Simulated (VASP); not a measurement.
# MnS (F-43m) in VASP: single point with PBE

Aim: the single point of MnS with PBE.

Everything below comes from runs of VASP 6.6.1. Logs are shortened: lines on timing, memory, paths and dates and some standing lists are left out, and cuts for length are marked.

## (1) The cell of the first run

It takes space group F-43m (No. 216, cubic). Conventional cell: a = 5.644 Å, b = 5.644 Å, c = 5.644 Å, α = 90.00°, β = 90.00°, γ = 90.00°. Mn (site symmetry -43m) has 4 S at 2.44 Å within 3.2 Å. Within 3.2 Å of S (site symmetry -43m) lie 4 Mn at 2.44 Å.

## (2) Single point, PBE, collinear spin, ferromagnetic start

Contents of INCAR:

```
ALGO = Normal ; EDIFF = 1E-6
ENCUT = 520 ; GGA = PE
ISIF = 2 ; ISMEAR = 0
ISPIN = 2 ; LASPH = T
LCHARG = T ; LELF = T
LMAXMIX = 4 ; LORBIT = 11
LREAL = F ; LVHAR = T
LWAVE = F ; MAGMOM = 4.57 0.13
NBANDS = 20 ; NELM = 150
PREC = Accurate ; SIGMA = 0.1
```

Contents of KPOINTS:

```
k-points
0
Gamma
  14 14 14
```

Contents of POSCAR:

```
MnS
1.0
    0.0000000000      2.8222405348      2.8222405348
    2.8222405348      0.0000000000      2.8222405348
    2.8222405348      2.8222405348      0.0000000000
Mn S
1 1
Direct
    0.0000000000      0.0000000000      0.0000000000
    0.7500000000      0.7500000000      0.7500000000
```

Potentials or basis: VASP PAW PBE potentials, release 64 (Mn_pv, S).

On the command line:

```sh
$ cat potpaw_PBE.64/Mn_pv/POTCAR potpaw_PBE.64/S/POTCAR > POTCAR
$ mpirun -np 1 vasp_std > vasp.out
```

OUTCAR:

```text
EDIFF = 1E-6
   ENCUT = 520
   GGA = PE
   ISIF = 2
   ISMEAR = 0
   ISPIN = 2
   LASPH = T
   LORBIT = 11
   LREAL = F
   NELM = 150
   PREC = Accurate

 ion  position               nearest neighbor table
   1  0.000  0.000  0.000-   2 2.44   2 2.44   2 2.44   2 2.44
   2  0.750  0.750  0.750-   1 2.44   1 2.44   1 2.44   1 2.44

  LATTYP: Found a face centered cubic cell.
 ALAT       =     5.6444810696

  Lattice vectors:

 A1 = (   0.0000000000,   2.8222405348,   2.8222405348)
 A2 = (   2.8222405348,   0.0000000000,   2.8222405348)
 A3 = (   2.8222405348,   2.8222405348,   0.0000000000)

Analysis of symmetry for initial positions (statically):
=====================================================================
 Subroutine PRICEL returns:
 Original cell was already a primitive cell.

 Routine SETGRP: Setting up the symmetry group for a
 face centered cubic supercell.

 Subroutine GETGRP returns: Found 24 space group operations
 (whereof 24 operations were pure point group operations)
 out of a pool of 48 trial point group operations.

The static configuration has the point symmetry T_d .

Analysis of symmetry for dynamics (positions and initial velocities):
=====================================================================
 Subroutine PRICEL returns:
 Original cell was already a primitive cell.

 Routine SETGRP: Setting up the symmetry group for a
 face centered cubic supercell.

 Subroutine GETGRP returns: Found 24 space group operations
 (whereof 24 operations were pure point group operations)
 out of a pool of 48 trial point group operations.

The dynamic configuration has the point symmetry T_d .

Analysis of structural, dynamic, and magnetic symmetry:
=====================================================================
 Subroutine PRICEL returns:
 Original cell was already a primitive cell.

 Routine SETGRP: Setting up the symmetry group for a
 face centered cubic supercell.

 Subroutine GETGRP returns: Found 24 space group operations
 (whereof 24 operations were pure point group operations)
 out of a pool of 48 trial point group operations.

The overall configuration has the point symmetry T_d .

 Subroutine INISYM returns: Found 24 space group operations
 (whereof 24 operations are pure point group operations),
 and found     1 'primitive' translations

----------------------------------------------------------------------------------------

                                     Primitive cell

  volume of cell :      44.9585

  direct lattice vectors                    reciprocal lattice vectors
     0.000000000  2.822240535  2.822240535    -0.177164205  0.177164205  0.177164205
     2.822240535  0.000000000  2.822240535     0.177164205 -0.177164205  0.177164205
     2.822240535  2.822240535  0.000000000     0.177164205  0.177164205 -0.177164205

  length of vectors
     3.991250841  3.991250841  3.991250841     0.306857404  0.306857404  0.306857404

  position of ions in fractional coordinates (direct lattice)
     0.000000000  0.000000000  0.000000000
     0.750000000  0.750000000  0.750000000

  ion indices of the primitive-cell ions
   primitive index   ion index
                 1           1
                 2           2

----------------------------------------------------------------------------------------

 KPOINTS: k-points

Automatic generation of k-mesh.
 Grid dimensions read from file:
 generate k-points for:   14   14   14

 Generating k-lattice:

  Cartesian coordinates                     Fractional coordinates (reciprocal lattice)
    -0.012654586  0.012654586  0.012654586     0.071428571  0.000000000  0.000000000
     0.012654586 -0.012654586  0.012654586     0.000000000  0.071428571  0.000000000
     0.012654586  0.012654586 -0.012654586     0.000000000  0.000000000  0.071428571

  Length of vectors
     0.021918386  0.021918386  0.021918386

  Shift w.r.t. Gamma in fractional coordinates (k-lattice)
     0.000000000  0.000000000  0.000000000

 Subroutine IBZKPT returns following result:
 ===========================================

 Found    104 irreducible k-points:

 Following reciprocal coordinates:
            Coordinates               Weight
  0.000000  0.000000  0.000000      1.000000
  0.071429  0.000000  0.000000      8.000000
  0.142857  0.000000  0.000000      8.000000
  0.214286  0.000000  0.000000      8.000000
  0.285714  0.000000  0.000000      8.000000
  0.357143  0.000000  0.000000      8.000000
[... 16 lines left out ...]
  0.214286  0.142857  0.000000     24.000000
  0.285714  0.142857  0.000000     24.000000
 [... further k-points ...]
   k-points           NKPTS =    104   k-points in BZ     NKDIM =    104   number of bands    NBANDS=     20
   number of dos      NEDOS =    301   number of ions     NIONS =      2
   total plane-waves  NPLWV =  27000
   dimension x,y,z NGX =    30 NGY =   30 NGZ =   30
   dimension x,y,z NGXF=    60 NGYF=   60 NGZF=   60
   ions per type =               1   1
   NGX,Y,Z   is equivalent  to a cutoff of  12.50, 12.50, 12.50 a.u.
   NGXF,Y,Z  is equivalent  to a cutoff of  24.99, 24.99, 24.99 a.u.
 SYSTEM =  unknown system
   PREC   = accura    normal or accurate (medium, high low for compatibility)
   ISTART =      0    job   : 0-new  1-cont  2-samecut
   ICHARG =      2    charge: 1-file 2-atom 10-const
   ISPIN  =      2    spin polarized calculation?
   LNONCOLLINEAR =      F non collinear calculations
   LSORBIT =      F    spin-orbit coupling
   LASPH  =      T    aspherical Exc in radial PAW
   ENCUT  =  520.0 eV  38.22 Ry    6.18 a.u.   7.42  7.42  7.42*2*pi/ulx,y,z
   NELM   =    150;   NELMIN=  2; NELMDL= -5     # of ELM steps
   EDIFF  = 0.1E-05   stopping-criterion for ELM
   LREAL  =      F    real-space projection
   EDIFFG = 0.1E-04   stopping-criterion for IOM
   NSW    =      0    number of steps for IOM
   IBRION =     -1    ionic relax: 0-MD 1-quasi-New 2-CG
   NFREE  =      0    steps in history (QN), initial steepest desc. (CG)
   ISIF   =      2    stress and relaxation
   ISYM   =      2    0-nonsym 1-usesym 2-fastsym
   POTIM  = 0.5000    time-step for ionic-motion
   TEBEG  =    0.0;   TEEND  =   0.0 temperature during run
   PSTRESS=    0.0 pullay stress
   NELECT =      19.0000    total number of electrons
   NUPDOWN=      -1.0000    fix difference up-down
   EMIN   =  10.00;   EMAX   =-10.00  energy-range for DOS
   EFERMI =   0.00;   METHOD = LEGACY
   ISMEAR =     0;   SIGMA  =   0.10  broadening in eV -4-tet -1-fermi 0-gaus
   EFERMI_NEDOS =   21; number of points for ismear=-14 and -15
   IALGO  =     38    algorithm
   IMIX   =      4    mixing-type and parameters
     AMIX     =   0.40;   BMIX     =  1.00
     AMIX_MAG =   1.60;   BMIX_MAG =  1.00
  volume/ion in A,a.u.               =      22.48       151.70
  Fermi-wavevector in a.u.,A,eV,Ry     =   1.228538  2.321601 20.535357  1.509306
  Thomas-Fermi vector in A             =   2.363460
   LORBIT       =     11    0 simple, 1 ext, 2 COOP (PROOUT), +10 PAW based schemes
   GGA     = PE    functional components
   LHFCALC =     F    Hartree Fock is set to
   AEXX    =    0.0000 exact exchange contribution
   IVDW    =     0    specifies the selected vdW correction
   LEPSILON=     F    determine dielectric tensor
   LRPA    =     F    only Hartree local field effects (RPA)
 spin polarized calculation
 Gauss-broadening in eV      SIGMA  =   0.10
  energy-cutoff  :      520.00
  volume of cell :       44.96
 maximum number of plane-waves:      1243
 NGX is ok and might be reduce to    30
   NGX = 15   NGY = 15   NGZ = 15

 number of electron      18.9999992 magnetization       4.9664819

 Free energy of the ion-electron system (eV)
  ---------------------------------------------------
  ext. energy  EPLUGINS =         0.00000000
  ---------------------------------------------------
  free energy    TOTEN  =       -14.08675235 eV

  energy without entropy =      -14.08399190  energy(sigma->0) =      -14.08537213

 E-fermi :   4.3384     XC(G=0):  -9.2010

 val. band max:        4.2887744071   @ k =  -0.1429   0.0714   0.0000
 cond. band min:       4.3399700412   @ k =   0.0714   0.0714   0.0000
 fundamental gap:      0.0511956341
 Fermi energy:         4.3383644630

 spin component 1

 k-point     1 :       0.0000    0.0000    0.0000
  band No.  band energies     occupation
      1     -46.4785      1.00000
      2     -46.4785      1.00000
      3     -46.4785      1.00000
      4      -9.4686      1.00000
      5      -0.4985      1.00000
      6      -0.4985      1.00000
[... 12 lines left out ...]
     19      16.1614      0.00000
     20      16.8436      0.00000
[... 507 lines left out ...]
 k-point    24 :       0.2857    0.1429    0.0000
  band No.  band energies     occupation
      1     -46.4799      1.00000
      2     -46.4789      1.00000
      3     -46.4789      1.00000
      4      -9.1042      1.00000
      5      -0.9882      1.00000
      6      -0.3521      1.00000
[... 12 lines left out ...]
     19      16.5315      0.00000
     20      19.3963      0.00000

 [... further k-points ...]

 spin component 2

 k-point     1 :       0.0000    0.0000    0.0000
  band No.  band energies     occupation
      1     -41.8471      1.00000
      2     -41.8471      1.00000
      3     -41.8471      1.00000
      4      -9.1609      1.00000
      5       1.0921      1.00000
      6       1.0921      1.00000
[... 12 lines left out ...]
     19      17.0358      0.00000
     20      17.8046      0.00000
[... 507 lines left out ...]
 k-point    24 :       0.2857    0.1429    0.0000
  band No.  band energies     occupation
      1     -41.8492      1.00000
      2     -41.8477      1.00000
      3     -41.8477      1.00000
      4      -8.8195      1.00000
      5       0.0827      1.00000
      6       1.0575      1.00000
[... 12 lines left out ...]
     19      17.4762      0.00000
     20      20.3303      0.00000

 [... further k-points ...]

------------------------ aborting loop because EDIFF is reached ----------------------------------------

  FORCE on cell =-STRESS in cart. coord.  units (eV):
  Direction    XX          YY          ZZ          XY          YZ          ZX
  --------------------------------------------------------------------------------------
  -------------------------------------------------------------------------------------
  Total       -0.0036617     -0.0036617     -0.0036617      0.0000000      0.0000000      0.0000000
  in kB       -0.1304912     -0.1304912     -0.1304912      0.0000000      0.0000000      0.0000000
  external PRESSURE =      -0.1304912 kB  Pullay stress =       0.0000000 kB

 VOLUME and BASIS-vectors are now :
 -----------------------------------------------------------------------------
  energy-cutoff  :      520.00
  volume of cell :       44.96
      direct lattice vectors                 reciprocal lattice vectors
     0.000000000  2.822240535  2.822240535    -0.177164205  0.177164205  0.177164205
     2.822240535  0.000000000  2.822240535     0.177164205 -0.177164205  0.177164205
     2.822240535  2.822240535  0.000000000     0.177164205  0.177164205 -0.177164205

 POSITION                                       TOTAL-FORCE (eV/Angst)
 -----------------------------------------------------------------------------------
      0.00000      0.00000      0.00000        -0.000000      0.000000     -0.000000
      4.23336      4.23336      4.23336         0.000000     -0.000000      0.000000
 -----------------------------------------------------------------------------------
    total drift:                                0.000001      0.000001      0.000001

  FREE ENERGIE OF THE ION-ELECTRON SYSTEM (eV)
  ---------------------------------------------------
  free  energy   TOTEN  =       -14.0867523489 eV

  energy  without entropy=      -14.0839919013  energy(sigma->0) =      -14.08537213

 total charge

# of ion       s       p       d       tot
------------------------------------------
    1        0.256   6.203   4.893  11.352
    2        1.314   2.444   0.000   3.758
--------------------------------------------------
tot          1.571   8.647   4.893  15.110

 magnetization (x)

# of ion       s       p       d       tot
------------------------------------------
    1        0.049   0.064   4.252   4.364
    2        0.012   0.079   0.000   0.091
--------------------------------------------------
tot          0.061   0.143   4.252   4.456
```

It took 3 min on 1 thread of Intel Xeon Platinum 8259CL at 2.50GHz (Skylake/Cascade Lake), shared host; peak memory 0.28 GiB.

What came out:

- Free energy: -14.0868 eV
- Pressure: 0.0 GPa
- Band gap on the k mesh: zero (filled and empty bands overlap)
- Net moment: 4.97 μB per cell
- Site moments: Mn +4.36; S +0.09 μB
- Valence electrons inside the program's atomic spheres: Mn 11.35; S 3.76

Levels at points of the mesh, in eV from the Fermi level:
Spin up:
| k point | band 8 | band 9 | band 10 | band 11 | band 12 | band 13 | band 14 | band 15 | band 16 | band 17 |
| --- | --- | --- | --- | --- | --- | --- | --- | --- | --- | --- |
| (0.00, 0.00, 0.00) | -3.23 | -3.23 | 0.13 | 0.13 | 0.13 | 0.84 | 5.77 | 5.77 | 5.77 | 10.56 |
| (0.50, 0.00, 0.00) | -3.13 | -3.13 | -2.94 | -0.85 | -0.85 | 2.84 | 6.20 | 6.20 | 6.70 | 10.80 |
| (0.50, 0.50, 0.00) | -3.22 | -3.03 | -2.75 | -2.19 | -2.19 | 2.69 | 4.24 | 8.89 | 10.49 | 10.49 |
Spin down:
```
           k point  band 3  band 4  band 5  band 6  band 7  band 8  band 9  band 10  band 11  band 12
(0.00, 0.00, 0.00)  -46.19  -13.50   -3.25   -3.25   -3.25    0.84    0.84     1.88     2.95     2.95
(0.50, 0.00, 0.00)  -46.19  -12.89   -5.05   -3.18   -3.18    0.90    0.96     0.96     2.01     2.01
(0.50, 0.50, 0.00)  -46.19  -12.69   -4.97   -3.29   -3.29    0.06    0.85     1.25     1.31     1.31
```

Caveat: a cell with one magnetic atom can't hold antiferromagnetic order, which such compounds often take; semilocal functionals often make such compounds metallic where correlation or magnetic order opens a gap, which also shifts bond lengths.
